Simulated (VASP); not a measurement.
# ZnCu (Pm-3m) in VASP: single point with r2SCAN

Aim: the single point of ZnCu with r2SCAN.

All numbers are computed with VASP 6.6.1; they aren't measurements. Logs are shortened: lines on timing, memory, paths and dates and some standing lists are left out, and cuts for length are marked.

### 1 The cell of the first run

It takes space group Pm-3m (No. 221, cubic). The conventional cell has a = 2.945 Å, b = 2.945 Å, c = 2.945 Å, α = 90.00°, β = 90.00°, γ = 90.00°. Within 3.4 Å of Zn (site symmetry m-3m) lie 8 Cu at 2.55 Å and 6 Zn at 2.94 Å. Within 3.4 Å of Cu (site symmetry m-3m) lie 8 Zn at 2.55 Å and 6 Cu at 2.94 Å.

### 2 Single point, r2SCAN

POSCAR

```
ZnCu
1.0
    2.9450000000      0.0000000000      0.0000000000
    0.0000000000      2.9450000000      0.0000000000
    0.0000000000      0.0000000000      2.9450000000
Zn Cu
1 1
Direct
    0.5000000000      0.5000000000      0.5000000000
    0.0000000000      0.0000000000      0.0000000000
```

INCAR.step1

```
SYSTEM = ZnCu
PREC     = Accurate       ! precision mode
ENCUT    = 520            ! plane-wave cutoff, eV
ISMEAR   = 0              ! smearing method
SIGMA    = 0.15           ! smearing width, eV
LREAL    = .False.        ! projectors in reciprocal space
LASPH    = .True.         ! aspherical terms in the spheres
NELM     = 60             ! most SCF steps
NBANDS   = 18             ! bands
GGA      = PE             ! functional
ALGO     = Normal         ! electronic algorithm
EDIFF    = 1E-4           ! SCF threshold, eV
LWAVE    = .True.         ! write WAVECAR
LCHARG   = .False.        ! write CHGCAR
```

INCAR.step2

```
SYSTEM = ZnCu
PREC     = Accurate       ! precision mode
ENCUT    = 520            ! plane-wave cutoff, eV
EDIFF    = 1E-6           ! SCF threshold, eV
ISMEAR   = 0              ! smearing method
SIGMA    = 0.15           ! smearing width, eV
LREAL    = .False.        ! projectors in reciprocal space
LASPH    = .True.         ! aspherical terms in the spheres
NELM     = 60             ! most SCF steps
ALGO     = Normal         ! electronic algorithm
ISIF     = 2              ! what is computed and relaxed
LWAVE    = .False.        ! write WAVECAR
LCHARG   = .False.        ! write CHGCAR
METAGGA  = R2SCAN         ! meta-GGA
LMIXTAU  = .True.       
NBANDS   = 18             ! bands
ISTART   = 1
```

KPOINTS

```
Automatic mesh
0
Gamma
  16 16 16
  0 0 0
```

Potentials or basis: VASP PAW PBE potentials, release 64 (Zn, Cu).

On the command line:

```console
cat potpaw_PBE.64/Zn/POTCAR potpaw_PBE.64/Cu/POTCAR > POTCAR
cp INCAR.step1 INCAR
mpirun -np 1 vasp_std > vasp.out
cp INCAR.step2 INCAR
mpirun -np 1 vasp_std > vasp.out
```

OUTCAR:

```text
SYSTEM = ZnCu
   PREC = Accurate
   ENCUT = 520
   EDIFF = 1E-6
   ISMEAR = 0
   LREAL = .False.
   LASPH = .True.
   NELM = 60
   ISIF = 2
   METAGGA = R2SCAN
   ISTART = 1

 ion  position               nearest neighbor table
   1  0.500  0.500  0.500-   2 2.55   2 2.55   2 2.55   2 2.55   2 2.55   2 2.55   2 2.55   2 2.55

   2  0.000  0.000  0.000-   1 2.55   1 2.55   1 2.55   1 2.55   1 2.55   1 2.55   1 2.55   1 2.55

  LATTYP: Found a simple cubic cell.
 ALAT       =     2.9450000000

  Lattice vectors:

 A1 = (   2.9450000000,   0.0000000000,   0.0000000000)
 A2 = (   0.0000000000,   2.9450000000,   0.0000000000)
 A3 = (   0.0000000000,   0.0000000000,   2.9450000000)

Analysis of symmetry for initial positions (statically):
=====================================================================
 Subroutine PRICEL returns:
 Original cell was already a primitive cell.

 Routine SETGRP: Setting up the symmetry group for a
 simple cubic supercell.

 Subroutine GETGRP returns: Found 48 space group operations
 (whereof 48 operations were pure point group operations)
 out of a pool of 48 trial point group operations.

The static configuration has the point symmetry O_h .

Analysis of symmetry for dynamics (positions and initial velocities):
=====================================================================
 Subroutine PRICEL returns:
 Original cell was already a primitive cell.

 Routine SETGRP: Setting up the symmetry group for a
 simple cubic supercell.

 Subroutine GETGRP returns: Found 48 space group operations
 (whereof 48 operations were pure point group operations)
 out of a pool of 48 trial point group operations.

The dynamic configuration has the point symmetry O_h .

 Subroutine INISYM returns: Found 48 space group operations
 (whereof 48 operations are pure point group operations),
 and found     1 'primitive' translations

----------------------------------------------------------------------------------------

                                     Primitive cell

  volume of cell :      25.5421

  direct lattice vectors                    reciprocal lattice vectors
     2.945000000  0.000000000  0.000000000     0.339558574  0.000000000  0.000000000
     0.000000000  2.945000000  0.000000000     0.000000000  0.339558574  0.000000000
     0.000000000  0.000000000  2.945000000     0.000000000  0.000000000  0.339558574

  length of vectors
     2.945000000  2.945000000  2.945000000     0.339558574  0.339558574  0.339558574

  position of ions in fractional coordinates (direct lattice)
     0.500000000  0.500000000  0.500000000
     0.000000000  0.000000000  0.000000000

  ion indices of the primitive-cell ions
   primitive index   ion index
                 1           1
                 2           2

----------------------------------------------------------------------------------------

 KPOINTS: Automatic mesh

Automatic generation of k-mesh.
 Grid dimensions read from file:
 generate k-points for:   16   16   16

 Generating k-lattice:

  Cartesian coordinates                     Fractional coordinates (reciprocal lattice)
     0.021222411  0.000000000  0.000000000     0.062500000  0.000000000  0.000000000
     0.000000000  0.021222411  0.000000000     0.000000000  0.062500000  0.000000000
     0.000000000  0.000000000  0.021222411     0.000000000  0.000000000  0.062500000

  Length of vectors
     0.021222411  0.021222411  0.021222411

  Shift w.r.t. Gamma in fractional coordinates (k-lattice)
     0.000000000  0.000000000  0.000000000

 Subroutine IBZKPT returns following result:
 ===========================================

 Found    165 irreducible k-points:

 Following reciprocal coordinates:
            Coordinates               Weight
  0.000000  0.000000  0.000000      1.000000
  0.062500  0.000000  0.000000      6.000000
  0.125000  0.000000  0.000000      6.000000
  0.187500  0.000000  0.000000      6.000000
  0.250000  0.000000  0.000000      6.000000
  0.312500  0.000000  0.000000      6.000000
[... 16 lines left out ...]
  0.437500  0.125000  0.000000     24.000000
  0.500000  0.125000  0.000000     12.000000
 [... further k-points ...]
   k-points           NKPTS =    165   k-points in BZ     NKDIM =    165   number of bands    NBANDS=     18
   number of dos      NEDOS =    301   number of ions     NIONS =      2
   total plane-waves  NPLWV =  13824
   dimension x,y,z NGX =    24 NGY =   24 NGZ =   24
   dimension x,y,z NGXF=    48 NGYF=   48 NGZF=   48
   ions per type =               1   1
   NGX,Y,Z   is equivalent  to a cutoff of  13.55, 13.55, 13.55 a.u.
   NGXF,Y,Z  is equivalent  to a cutoff of  27.10, 27.10, 27.10 a.u.
 SYSTEM =  ZnCu
   PREC   = accura    normal or accurate (medium, high low for compatibility)
   ISTART =      1    job   : 0-new  1-cont  2-samecut
   ICHARG =      0    charge: 1-file 2-atom 10-const
   ISPIN  =      1    spin polarized calculation?
   LNONCOLLINEAR =      F non collinear calculations
   LSORBIT =      F    spin-orbit coupling
   LASPH  =      T    aspherical Exc in radial PAW
   ENCUT  =  520.0 eV  38.22 Ry    6.18 a.u.   5.48  5.48  5.48*2*pi/ulx,y,z
   NELM   =     60;   NELMIN=  2; NELMDL=  0     # of ELM steps
   EDIFF  = 0.1E-05   stopping-criterion for ELM
   LREAL  =      F    real-space projection
   EDIFFG = 0.1E-04   stopping-criterion for IOM
   NSW    =      0    number of steps for IOM
   IBRION =     -1    ionic relax: 0-MD 1-quasi-New 2-CG
   NFREE  =      0    steps in history (QN), initial steepest desc. (CG)
   ISIF   =      2    stress and relaxation
   ISYM   =      2    0-nonsym 1-usesym 2-fastsym
   POTIM  = 0.5000    time-step for ionic-motion
   TEBEG  =    0.0;   TEEND  =   0.0 temperature during run
   PSTRESS=    0.0 pullay stress
   NELECT =      23.0000    total number of electrons
   NUPDOWN=      -1.0000    fix difference up-down
   EMIN   =  10.00;   EMAX   =-10.00  energy-range for DOS
   EFERMI =   0.00;   METHOD = LEGACY
   ISMEAR =     0;   SIGMA  =   0.15  broadening in eV -4-tet -1-fermi 0-gaus
   EFERMI_NEDOS =   21; number of points for ismear=-14 and -15
   IALGO  =     38    algorithm
   IMIX   =      4    mixing-type and parameters
     AMIX     =   0.40;   BMIX     =  1.00
     AMIX_MAG =   1.60;   BMIX_MAG =  1.00
  volume/ion in A,a.u.               =      12.77        86.18
  Fermi-wavevector in a.u.,A,eV,Ry     =   1.580880  2.987429 34.003415  2.499180
  Thomas-Fermi vector in A             =   2.681040
   LORBIT       =      0    0 simple, 1 ext, 2 COOP (PROOUT), +10 PAW based schemes
   METAGGA = R2SCAN    functional components
   LHFCALC =     F    Hartree Fock is set to
   AEXX    =    0.0000 exact exchange contribution
   IVDW    =     0    specifies the selected vdW correction
   LEPSILON=     F    determine dielectric tensor
   LRPA    =     F    only Hartree local field effects (RPA)
 non-spin polarized calculation
 Gauss-broadening in eV      SIGMA  =   0.15
  energy-cutoff  :      520.00
  volume of cell :       25.54
 maximum number of plane-waves:       715
 NGX is ok and might be reduce to    24
   NGX = 11   NGY = 11   NGZ = 11

 number of electron      23.0000000 magnetization

 Free energy of the ion-electron system (eV)
  ---------------------------------------------------
  ext. energy  EPLUGINS =         0.00000000
  ---------------------------------------------------
  free energy    TOTEN  =       -19.93642618 eV

  energy without entropy =      -19.92998743  energy(sigma->0) =      -19.93320680

 E-fermi :   5.3628     XC(G=0): -13.5277

 val. band max:        5.3595547531   @ k =   0.4375   0.4375   0.3125
 cond. band min:       5.3657148272   @ k =   0.3125   0.1250   0.0625
 fundamental gap:      0.0061600741
 Fermi energy:         5.3628263156

 k-point     1 :       0.0000    0.0000    0.0000
  band No.  band energies     occupation
      1      -5.3920      2.00000
      2      -2.7978      2.00000
      3      -2.7978      2.00000
      4      -2.0697      2.00000
      5      -2.0697      2.00000
      6      -2.0697      2.00000
[... 10 lines left out ...]
     17      18.5327      0.00000
     18      29.8148      0.00000

 k-point     2 :       0.0625    0.0000    0.0000
  band No.  band energies     occupation
      1      -5.3181      2.00000
      2      -2.7893      2.00000
      3      -2.7822      2.00000
      4      -2.0762      2.00000
      5      -2.0762      2.00000
      6      -2.0666      2.00000
[... 10 lines left out ...]
     17      18.9482      0.00000
     18      28.8963      0.00000

 k-point     3 :       0.1250    0.0000    0.0000
  band No.  band energies     occupation
      1      -5.0981      2.00000
      2      -2.7648      2.00000
      3      -2.7364      2.00000
      4      -2.0948      2.00000
      5      -2.0948      2.00000
      6      -2.0578      2.00000
[... 10 lines left out ...]
     17      20.5074      0.00000
     18      27.3352      0.00000

 k-point     4 :       0.1875    0.0000    0.0000
  band No.  band energies     occupation
      1      -4.7385      2.00000
      2      -2.7278      2.00000
      3      -2.6624      2.00000
      4      -2.1225      2.00000
      5      -2.1225      2.00000
      6      -2.0445      2.00000
[... 10 lines left out ...]
     17      22.7547      0.00000
     18      25.7875      0.00000

 k-point     5 :       0.2500    0.0000    0.0000
  band No.  band energies     occupation
      1      -4.2553      2.00000
      2      -2.6835      2.00000
      3      -2.5581      2.00000
      4      -2.1551      2.00000
      5      -2.1551      2.00000
      6      -2.0288      2.00000
[... 10 lines left out ...]
     17      24.1118      0.00000
     18      24.1119      0.00000

 k-point     6 :       0.3125    0.0000    0.0000
  band No.  band energies     occupation
      1      -3.6917      2.00000
      2      -2.6386      2.00000
      3      -2.4001      2.00000
      4      -2.1875      2.00000
      5      -2.1875      2.00000
      6      -2.0129      2.00000
[... 307 lines left out ...]
 k-point    21 :       0.3125    0.1250    0.0000
  band No.  band energies     occupation
      1      -3.4708      2.00000
      2      -2.6029      2.00000
      3      -2.4275      2.00000
      4      -2.1986      2.00000
      5      -2.1009      2.00000
      6      -2.0537      2.00000
[... 10 lines left out ...]
     17      21.5779      0.00000
     18      22.6780      0.00000

 k-point    22 :       0.3750    0.1250    0.0000
  band No.  band energies     occupation
      1      -3.0268      2.00000
      2      -2.5632      2.00000
      3      -2.3968      2.00000
      4      -2.2276      2.00000
      5      -2.0480      2.00000
      6      -1.7892      2.00000
[... 10 lines left out ...]
     17      21.1218      0.00000
     18      22.1692      0.00000

 k-point    23 :       0.4375    0.1250    0.0000
  band No.  band energies     occupation
      1      -2.7929      2.00000
      2      -2.5279      2.00000
      3      -2.4164      2.00000
      4      -2.2469      2.00000
      5      -2.0441      2.00000
      6      -1.1577      2.00000
[... 10 lines left out ...]
     17      19.6791      0.00000
     18      21.4902      0.00000

 k-point    24 :       0.5000    0.1250    0.0000
  band No.  band energies     occupation
      1      -2.7282      2.00000
      2      -2.5074      2.00000
      3      -2.4350      2.00000
      4      -2.2537      2.00000
      5      -2.0427      2.00000
      6      -0.5696      2.00000
[... 10 lines left out ...]
     17      19.9873      0.00000
     18      20.9296      0.00000

 [... further k-points ...]

------------------------ aborting loop because EDIFF is reached ----------------------------------------

  FORCE on cell =-STRESS in cart. coord.  units (eV):
  Direction    XX          YY          ZZ          XY          YZ          ZX
  --------------------------------------------------------------------------------------
  -------------------------------------------------------------------------------------
  Total       -0.4251368     -0.4251368     -0.4251368     -0.0000000      0.0000000     -0.0000000
  in kB      -26.6675632    -26.6675632    -26.6675632     -0.0000000      0.0000000     -0.0000000
  external PRESSURE =     -26.6675632 kB  Pullay stress =       0.0000000 kB

 VOLUME and BASIS-vectors are now :
 -----------------------------------------------------------------------------
  energy-cutoff  :      520.00
  volume of cell :       25.54
      direct lattice vectors                 reciprocal lattice vectors
     2.945000000  0.000000000  0.000000000     0.339558574  0.000000000  0.000000000
     0.000000000  2.945000000  0.000000000     0.000000000  0.339558574  0.000000000
     0.000000000  0.000000000  2.945000000     0.000000000  0.000000000  0.339558574

 POSITION                                       TOTAL-FORCE (eV/Angst)
 -----------------------------------------------------------------------------------
      1.47250      1.47250      1.47250         0.000000      0.000000      0.000000
      0.00000      0.00000      0.00000         0.000000      0.000000      0.000000
 -----------------------------------------------------------------------------------
    total drift:                                0.000000      0.000000     -0.000000

  FREE ENERGIE OF THE ION-ELECTRON SYSTEM (eV)
  ---------------------------------------------------
  free  energy   TOTEN  =       -19.9364261777 eV

  energy  without entropy=      -19.9299874282  energy(sigma->0) =      -19.93320680
```

Wall time 1.8 min (1 thread of Intel Xeon Platinum 8488C (Sapphire Rapids), shared host); peak memory 0.2 GiB.

What came out:

```
Free energy : -19.9364 eV
Pressure    : -2.7 GPa
```

Caveat: the PAW data sets were made with another functional, which shifts forces and pressure a little.
